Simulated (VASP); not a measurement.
Wanted: the native input for a VASP 6.6.1 run.

```yaml
Task: single point
Functional: PBE
Potentials_or_basis: VASP PAW PBE potentials, release 64 (Al, Ni)
Cutoff: 520 eV
k_mesh: 20 × 20 × 20
Occupations: gaussian, width 0.1 eV
Spin: no spin polarisation
Dipole_correction: no
Further_INCAR_settings: ALGO = Normal; EDIFF = 1e-06; NBANDS = 14
```

The structure of AlNi lies in POSCAR:

```
AlNi
1.0
    2.8933008734      0.0000000000      0.0000000000
    0.0000000000      2.8933008734      0.0000000000
    0.0000000000      0.0000000000      2.8933008734
Al Ni
1 1
Direct
    0.5000000000      0.5000000000      0.5000000000
    0.0000000000      0.0000000000      0.0000000000
```

One way to write it, as run:

INCAR

```
SYSTEM = AlNi
PREC = Accurate
ENCUT = 520
EDIFF = 1E-6
ISMEAR = 0
SIGMA = 0.1
LREAL = .FALSE.
LASPH = .TRUE.
NELM = 100
ALGO = Normal
ISIF = 2
LWAVE = .FALSE.
LCHARG = .FALSE.
GGA = PE
NBANDS = 14
```

KPOINTS

```
regular mesh
0
G
  20 20 20
  0 0 0
```

Potentials or basis: VASP PAW PBE potentials, release 64 (Al, Ni).

Command:

```console
$ cat potpaw_PBE.64/Al/POTCAR potpaw_PBE.64/Ni/POTCAR > POTCAR
$ mpirun -np 1 vasp_std > vasp.out
```

Results of the run:

```yaml
Pressure: 0.0 GPa
Band_gap_on_the_k_mesh: zero (an odd number of electrons rules out a gap without spin polarisation)
```

Run time: 32 s on 1 thread of Intel(R) Xeon(R) Platinum 8488C (Sapphire Rapids), with other jobs on the host, peak memory 0.22 GiB.
